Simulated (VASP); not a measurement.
Runs of VASP 6.6.1 on CoSn. The structure is that of space group P6/mmm (No. 191), or close to it. The cells are those of the table. 

| cell | gap on the mesh (eV) | pressure (GPa) |
| --- | --- | --- |
| a = 5.297, b = 5.297, c = 4.569 Å, angles 90.0, 90.0, 120.0°, 6 atoms | none | (a) |
| a = 4.873, b = 4.873, c = 4.569 Å, angles 90.0, 90.0, 120.0°, 6 atoms | none | 19.1 |
| a = 5.720, b = 5.720, c = 3.892 Å, angles 90.0, 90.0, 120.0°, 6 atoms | none | -4.7 |
| a = 5.297, b = 5.297, c = 3.892 Å, angles 90.0, 90.0, 120.0°, 6 atoms | none | 14.1 |

Alike in all rows: task single point; level PBE; potentials or basis VASP PAW PBE potentials, release 64 (Co, Sn_d); no spin polarisation; k mesh 12 × 12 × 12; cutoff (eV) 520; smearing gaussian 0.15 eV.

Estimate the missing entries.

(a) -7.4.

Caveats: spin-orbit coupling is left out, which moves the levels of the heavy elements; the run has no spin polarisation, though such a crystal can be magnetic; the cell stands under tension (at least some runs); the cell stands under pressure (at least some runs).

A k mesh can miss the band edges, and the runs leave out spin-orbit coupling on Sn.

A gap of «none» marks levels without a gap at the run's occupations.
